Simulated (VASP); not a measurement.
# AlN (P6_3mc) in VASP: single point with PBE0

Aim: the single point of AlN with PBE0.

Everything below comes from runs of VASP 6.6.1. Logs are shortened: lines on timing, memory, paths and dates and some standing lists are left out, and cuts for length are marked.

**Experimental background.**

From “Structural and optical properties of self-assembled AlN nanowires grown on SiO2/Si substrates by molecular beam epitaxy”, 2024, arxiv:2402.00216, for a bulk crystal of AlN at 0 K: band gap 6.0343 eV (an exciton energy, a little under the gap).

How close the calculation comes is told below.

## 1. The cell of the first run

Symmetry: P6_3mc, No. 186, hexagonal system. Conventional cell: a = 3.107 Å, b = 3.107 Å, c = 4.978 Å, α = 90.00°, β = 90.00°, γ = 120.00°. Within 2.5 Å of Al (site symmetry 3m) lie 4 N at 1.89 to 1.90 Å. Within 2.5 Å of N (site symmetry 3m) lie 4 Al at 1.89 to 1.90 Å.

## 2. Single point, PBE0

POSCAR

```
AlN
1.0
    3.1065852000      0.0000000000      0.0000000000
   -1.5532926000      2.6903817000      0.0000000000
    0.0000000000      0.0000000000      4.9781423800
Al N
2 2
Direct
    0.3333333300      0.6666666700     -0.0008149200
    0.6666666700      0.3333333300      0.4991850800
    0.3333333300      0.6666666700      0.3808149200
    0.6666666700      0.3333333300      0.8808149200
```

INCAR.step1

```
ALGO = Normal ; EDIFF = 1E-5
ENCUT = 520 ; GGA = PE
ISIF = 2 ; ISMEAR = -1
LASPH = True ; LCHARG = False
LREAL = False ; LWAVE = True
NBANDS = 16 ; NELM = 80
PREC = Accurate ; SIGMA = 0.02
```

INCAR.step2

```
AEXX = 0.25 ; ALGO = Normal
EDIFF = 1E-7 ; ENCUT = 520
GGA = PE ; ISIF = 2
ISMEAR = -1 ; ISTART = 1
LASPH = True ; LCHARG = False
LHFCALC = True ; LREAL = False
LWAVE = False ; NBANDS = 16
NELM = 80 ; PREC = Accurate
PRECFOCK = Normal ; SIGMA = 0.02
```

KPOINTS

```
k-points
0
Gamma
  6 6 4
```

Potentials or basis: VASP PAW PBE potentials, release 64 (Al, N).

Launch:

```
$ cat potpaw_PBE.64/Al/POTCAR potpaw_PBE.64/N/POTCAR > POTCAR
$ cp INCAR.step1 INCAR
$ mpirun -np 1 vasp_std > vasp.out
$ cp INCAR.step2 INCAR
$ mpirun -np 1 vasp_std > vasp.out
```

OUTCAR:

```text
AEXX = 0.25
   EDIFF = 1E-7
   ENCUT = 520
   GGA = PE
   ISIF = 2
   ISMEAR = -1
   ISTART = 1
   LASPH = True
   LHFCALC = True
   LREAL = False
   NELM = 80
   PREC = Accurate
   PRECFOCK = Normal

 ion  position               nearest neighbor table
   1  0.333  0.667  0.999-   4 1.89   4 1.89   4 1.89   3 1.90   2 3.07   2 3.07   2 3.07   2 3.07
                             2 3.07   2 3.07
   2  0.667  0.333  0.499-   3 1.89   3 1.89   3 1.89   4 1.90   1 3.07   1 3.07   1 3.07   1 3.07
                             1 3.07   1 3.07
   3  0.333  0.667  0.381-   2 1.89   2 1.89   2 1.89   1 1.90
   4  0.667  0.333  0.881-   1 1.89   1 1.89   1 1.89   2 1.90

  LATTYP: Found a hexagonal cell.
 ALAT       =     3.1065852000
 C/A-ratio  =     1.6024483668

  Lattice vectors:

 A1 = (   3.1065852000,   0.0000000000,   0.0000000000)
 A2 = (  -1.5532926000,   2.6903817000,   0.0000000000)
 A3 = (   0.0000000000,   0.0000000000,   4.9781423800)

Analysis of symmetry for initial positions (statically):
=====================================================================
 Subroutine PRICEL returns:
 Original cell was already a primitive cell.

 Routine SETGRP: Setting up the symmetry group for a
 hexagonal supercell.

 Subroutine GETGRP returns: Found 12 space group operations
 (whereof  6 operations were pure point group operations)
 out of a pool of 24 trial point group operations.

The static configuration has the point symmetry C_3v.
 The point group associated with its full space group is C_6v.

Analysis of symmetry for dynamics (positions and initial velocities):
=====================================================================
 Subroutine PRICEL returns:
 Original cell was already a primitive cell.

 Routine SETGRP: Setting up the symmetry group for a
 hexagonal supercell.

 Subroutine GETGRP returns: Found 12 space group operations
 (whereof  6 operations were pure point group operations)
 out of a pool of 24 trial point group operations.

The dynamic configuration has the point symmetry C_3v.
 The point group associated with its full space group is C_6v.

 Subroutine INISYM returns: Found 12 space group operations
 (whereof  6 operations are pure point group operations),
 and found     1 'primitive' translations

----------------------------------------------------------------------------------------

                                     Primitive cell
[... 100 lines left out ...]
   TEBEG  =    0.0;   TEEND  =   0.0 temperature during run
   PSTRESS=    0.0 pullay stress
   NELECT =      16.0000    total number of electrons
   NUPDOWN=      -1.0000    fix difference up-down
   EMIN   =  10.00;   EMAX   =-10.00  energy-range for DOS
   EFERMI =   0.00;   METHOD = LEGACY
   ISMEAR =    -1;   SIGMA  =   0.02  broadening in eV -4-tet -1-fermi 0-gaus
   EFERMI_NEDOS =   21; number of points for ismear=-14 and -15
   IALGO  =     38    algorithm
   IMIX   =      1    mixing-type and parameters
     AMIX     =   0.40;   BMIX     =  1.00
     AMIX_MAG =   1.60;   BMIX_MAG =  1.00
  volume/ion in A,a.u.               =      10.40        70.19
  Fermi-wavevector in a.u.,A,eV,Ry     =   1.190493  2.249705 19.283162  1.417272
  Thomas-Fermi vector in A             =   2.326576
   LORBIT       =      0    0 simple, 1 ext, 2 COOP (PROOUT), +10 PAW based schemes
   GGA     = PE    functional components
   LHFCALC =     T    Hartree Fock is set to
   PRECFOCK=normal    Normal, Fast or Accurate (Low or Medium for compatibility)
   ENCUT4O =  -1.0   cutoff for four orbital integrals eV
   NKREDX  =     1    reduce k-point grid by
   NKREDY  =     1    reduce k-point grid by
   NKREDZ  =     1    reduce k-point grid by
   AEXX    =    0.2500 exact exchange contribution
   HFSCREEN=    0.0000 screening length (either q_TF or 0.3 A-1)
   HFSCREENC=   0.0000 screening length for correlation (either q_TF or 0.3 A-1)
   ENCUTFOCK=  -1.0 apply spherical cutoff to Coloumb kernel
   IVDW    =     0    specifies the selected vdW correction
   LEPSILON=     F    determine dielectric tensor
   LRPA    =     F    only Hartree local field effects (RPA)
 non-spin polarized calculation
  energy-cutoff  :      520.00
  volume of cell :       41.61
 maximum number of plane-waves:      1140
 NGX is ok and might be reduce to    24
  NGX = 18; NGY = 18; NGZ = 28

 number of electron      15.9999996 magnetization

 Free energy of the ion-electron system (eV)
  ---------------------------------------------------
  ext. energy  EPLUGINS =         0.00000000
  ---------------------------------------------------
  free energy    TOTEN  =       -36.74342913 eV

  energy without entropy =      -36.74342913  energy(sigma->0) =      -36.74342913

 E-fermi :   5.3804     XC(G=0):  -8.6056

 val. band max:        4.8915179300   @ k =   0.0000   0.0000   0.0000
 cond. band min:      11.2269895270   @ k =   0.0000   0.0000   0.0000
 fundamental gap:      6.3354715971
 Fermi energy:         5.3804063112

 k-point     1 :       0.0000    0.0000    0.0000
  band No.  band energies     occupation
      1     -11.8683      2.00000
      2      -9.5657      2.00000
      3      -1.6724      2.00000
      4       3.9289      2.00000
      5       3.9289      2.00000
      6       4.6561      2.00000
[... 376 lines left out ...]
      3      -0.4039      2.00000
      4      -0.4039      2.00000
      5       0.6741      2.00000
      6       0.6741      2.00000
[... 8 lines left out ...]
     15      21.2170      0.00000
     16      21.2170      0.00000

------------------------ aborting loop because EDIFF is reached ----------------------------------------

  FORCE on cell =-STRESS in cart. coord.  units (eV):
  Direction    XX          YY          ZZ          XY          YZ          ZX
  --------------------------------------------------------------------------------------
  -------------------------------------------------------------------------------------
  Total       -0.1872051     -0.1872051     -0.2281795      0.0000000      0.0000000      0.0000000
  in kB       -7.2088144     -7.2088144     -8.7866395      0.0000000      0.0000000      0.0000000
  external PRESSURE =      -7.7347561 kB  Pullay stress =       0.0000000 kB

 VOLUME and BASIS-vectors are now :
 -----------------------------------------------------------------------------
  energy-cutoff  :      520.00
  volume of cell :       41.61
      direct lattice vectors                 reciprocal lattice vectors
     3.106585200  0.000000000  0.000000000     0.321896853  0.185847235  0.000000000
    -1.553292600  2.690381700  0.000000000     0.000000000  0.371694470  0.000000000
     0.000000000  0.000000000  4.978142380     0.000000000  0.000000000  0.200878144

 POSITION                                       TOTAL-FORCE (eV/Angst)
 -----------------------------------------------------------------------------------
     -0.00000      1.79359      4.97409         0.000000      0.000000     -0.005405
      1.55329      0.89679      2.48501         0.000000      0.000000     -0.005405
     -0.00000      1.79359      1.89575         0.000000     -0.000000      0.005405
      1.55329      0.89679      4.38482        -0.000000      0.000000      0.005405
 -----------------------------------------------------------------------------------
    total drift:                                0.000004     -0.000000     -0.000721

  FREE ENERGIE OF THE ION-ELECTRON SYSTEM (eV)
  ---------------------------------------------------
  free  energy   TOTEN  =       -36.7434291302 eV

  energy  without entropy=      -36.7434291302  energy(sigma->0) =      -36.74342913
```

OUTCAR.step1:

```text
EDIFF = 1E-5
   ENCUT = 520
   GGA = PE
   ISIF = 2
[... 627 lines left out ...]
     -0.00000      1.79359      4.97409        -0.000000      0.000000     -0.008490
      1.55329      0.89679      2.48501        -0.000000     -0.000000     -0.008490
     -0.00000      1.79359      1.89575        -0.000000      0.000000      0.008490
      1.55329      0.89679      4.38482         0.000000     -0.000000      0.008490
 -----------------------------------------------------------------------------------
    total drift:                               -0.000009      0.000005     -0.000856

  FREE ENERGIE OF THE ION-ELECTRON SYSTEM (eV)
  ---------------------------------------------------
  free  energy   TOTEN  =       -29.7663374541 eV

  energy  without entropy=      -29.7663374541  energy(sigma->0) =      -29.76633745
```

Wall time 21 min (1 thread of Intel Xeon Platinum 8488C (Sapphire Rapids), shared host); peak memory 0.17 GiB.

What came out:

* Free energy: -36.7434 eV
* Pressure: -0.8 GPa
* Largest force: 0.005 eV/Å
* Band gap on the k mesh: 6.34 eV

Forces in eV/Å, atoms in the order of the input:
```
Al   0.000  0.000 -0.005
Al   0.000  0.000 -0.005
N    0.000  0.000  0.005
N    0.000  0.000  0.005
```

Stress tensor (GPa, compression positive):
```
-0.72  0.00  0.00
 0.00 -0.72  0.00
 0.00  0.00 -0.88
```

Caveat: the PAW data sets were made with another functional, which shifts forces and pressure a little.

## 3. Against experiment

Step 2. Against the measured gap of AlN, 6.0343 eV (an exciton energy, a little under the gap; 0 K; quoted in “Structural and optical properties of self-assembled AlN nanowires grown on SiO2/Si substrates by molecular beam epitaxy”, 2024, arxiv:2402.00216), the calculated 6.34 eV is off by +0.30 eV. 2 values of this kind are on record (6.034 to 6.0343 eV); this one was drawn at random. The value is that of PBE0, without temperature or zero-point motion.
